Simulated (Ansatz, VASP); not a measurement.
# One calculation of TaBe3Al, two programs

```
Ta Be Al
1.0
     4.44065    0.00000    0.00000
     0.00000    4.44065    0.00000
     0.00000    0.00000    4.44065
Ta Be Al
1 3 1
Direct
  0.50000 0.50000 0.50000
  0.00000 0.50000 0.50000
  0.50000 0.00000 0.50000
  0.50000 0.50000 0.00000
  0.00000 0.00000 0.00000
```

Alike in both runs: task relaxation of cell and atoms; functional PBE; k mesh 8 × 8 × 8; occupations gaussian, width 0.1 eV; no spin polarisation.

```csv
,VASP,Ansatz
version,VASP 6.6.1,Ansatz 0.2.0
potentials or method,"VASP PAW PBE potentials, release 64 (Ta_pv, Be, Al), cutoff 600 eV","scalar-relativistic, plane waves, PAW"
valence electrons in the cell,20,22
```

|  | VASP | Ansatz | Ansatz less VASP |
| --- | --- | --- | --- |
| gap on the k mesh at the Fermi level, each at its own relaxed structure (eV) | none | none | - |
| relaxed volume (Å³/atom) | 17.61 | 17.61 | +0.006 |
| relaxed cell length with the largest relative difference (Å) | 4.448 | 4.449 | +0.0005 |

A gap of «none» marks a metal or a gap that the smearing closes. VASP's potentials hold 20 valence electrons a cell and Ansatz's 22, so a difference there can come from the potentials and not from the codes.

Neither program's run includes spin-orbit coupling.
